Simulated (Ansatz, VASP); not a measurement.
MgCd2Se3: VASP beside Ansatz

The input INCAR:

```
PREC = Accurate ; ENCUT = 600
EDIFF = 1E-6 ; ISMEAR = 0
SIGMA = 0.1 ; LREAL = False
LASPH = True ; NELM = 100
ALGO = Normal ; ISIF = 3
LWAVE = False ; LCHARG = False
GGA = PE ; IBRION = 2
NSW = 90 ; EDIFFG = -0.04
```

KPOINTS

```
Automatic mesh
0
Gamma
  6 6 1
```

The input POSCAR:

```
MgCd2Se3
1.0
    4.1344372500      0.0000000000      0.0000000000
   -2.0672186300      3.5805276900      0.0000000000
    0.0000000000      0.0000000000     20.2337240500
Mg Cd Se
2 4 6
Direct
    0.6666666700      0.3333333300      0.1666511200
    0.3333333300      0.6666666700      0.3333177900
    0.6666666700      0.3333333300      0.4999844500
    0.6666666700      0.3333333300      0.8333177900
    0.3333333300      0.6666666700      0.6666511200
    0.3333333300      0.6666666700      0.9999844500
    0.6666666700      0.3333333300      0.2919688800
    0.6666666700      0.3333333300      0.6253022200
    0.6666666700      0.3333333300      0.9586355500
    0.3333333300      0.6666666700      0.1253022200
    0.3333333300      0.6666666700      0.4586355500
    0.3333333300      0.6666666700      0.7919688800
```

Input for Ansatz:

```yaml
crystal:
  lattice:
    - [4.13443725, 0.0, 0.0]
    - [-2.06721863, 3.58052769, 0.0]
    - [0.0, 0.0, 20.23372405]
  atoms:
    - { symbol: Mg, position: [0.66666667, 0.33333333, 0.16665112] }
    - { symbol: Mg, position: [0.33333333, 0.66666667, 0.33331779] }
    - { symbol: Cd, position: [0.66666667, 0.33333333, 0.49998445] }
    - { symbol: Cd, position: [0.66666667, 0.33333333, 0.83331779] }
    - { symbol: Cd, position: [0.33333333, 0.66666667, 0.66665112] }
    - { symbol: Cd, position: [0.33333333, 0.66666667, 0.99998445] }
    - { symbol: Se, position: [0.66666667, 0.33333333, 0.29196888] }
    - { symbol: Se, position: [0.66666667, 0.33333333, 0.62530222] }
    - { symbol: Se, position: [0.66666667, 0.33333333, 0.95863555] }
    - { symbol: Se, position: [0.33333333, 0.66666667, 0.12530222] }
    - { symbol: Se, position: [0.33333333, 0.66666667, 0.45863555] }
    - { symbol: Se, position: [0.33333333, 0.66666667, 0.79196888] }
basis:
  ecutwfc: 420
kpoints:
  mp_grid: { grid: [6, 6, 1] }
hamiltonian:
  xc: pbe
scf:
  occupations: { method: gaussian, width: 0.1 }
  lower_state_search: "off"
output:
  forces: true
  stress: true
  eigenvalues: true
relax:
  adjacent_minimum: "off"
  f_tol: 0.04
  max_steps: 70
  cell: { stress_tol: 0.4 }
```

Alike in both runs: task relaxation of cell and atoms; functional PBE; k mesh 6 × 6 × 1; occupations gaussian, width 0.1 eV; no spin polarisation.

```csv
,VASP,Ansatz
version,VASP 6.6.1,Ansatz 0.2.0
potentials or method,"VASP PAW PBE potentials, release 64 (Mg, Cd, Se), cutoff 600 eV","scalar-relativistic, plane waves, PAW"
valence electrons in the cell,88,196
```

|  | VASP | Ansatz | Ansatz less VASP |
| --- | --- | --- | --- |
| gap on the k mesh at the Fermi level, each at its own relaxed structure (eV) | 0.90 | 0.91 | +0.009 |
| relaxed volume (Å³/atom) | 28.90 | 28.80 | -0.095 |
| relaxed length of the cell vector where the two differ most in proportion (Å) | 4.348 | 4.342 | -0.0060 |

VASP's potentials hold 88 valence electrons a cell and Ansatz's 196, so a difference there can come from the potentials and not from the codes.

Noted on VASP's run: the volume moved by over 15 % at a fixed basis, so the end points are rough.
